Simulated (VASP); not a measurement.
Input of a VASP 6.6.1 run:

File INCAR:

```
PREC     = Accurate       # precision mode
ENCUT    = 520            # plane-wave cutoff, eV
EDIFF    = 1E-6           # SCF threshold, eV
ISMEAR   = 0              # smearing method
SIGMA    = 0.1            # smearing width, eV
LREAL    = False          # projectors in reciprocal space
LASPH    = True           # aspherical terms in the spheres
NELM     = 80             # most SCF steps
ALGO     = Normal         # electronic algorithm
ISIF     = 2              # what is computed and relaxed
LWAVE    = False          # write WAVECAR
LCHARG   = False          # write CHGCAR
GGA      = PE             # functional
NBANDS   = 18             # bands
```

File KPOINTS:

```
Automatic mesh
0
Gamma
  6 6 6
```

File POSCAR:

```
LiCl
1.0
   -2.5756997545      0.0000000000     -2.5756997545
   -2.5756997545     -2.5756997545      0.0000000000
   -5.1513995089      2.5756997545      2.5756997545
Li Cl
2 2
Direct
    1.0000000000      1.0000000000      0.0000000000
    0.5000000000      0.5000000000      0.5000000000
    0.2500000000      0.2500000000      0.2500000000
    0.7500000000      0.7500000000      0.7500000000
```

Potentials or basis: VASP PAW PBE potentials, release 64 (Li_sv, Cl).

Command:

```sh
$ cat potpaw_PBE.64/Li_sv/POTCAR potpaw_PBE.64/Cl/POTCAR > POTCAR
$ mpirun -np 1 vasp_std > vasp.out
```

(1) Predict the band gap on the k mesh.

Answers

(1) 6.27 eV.
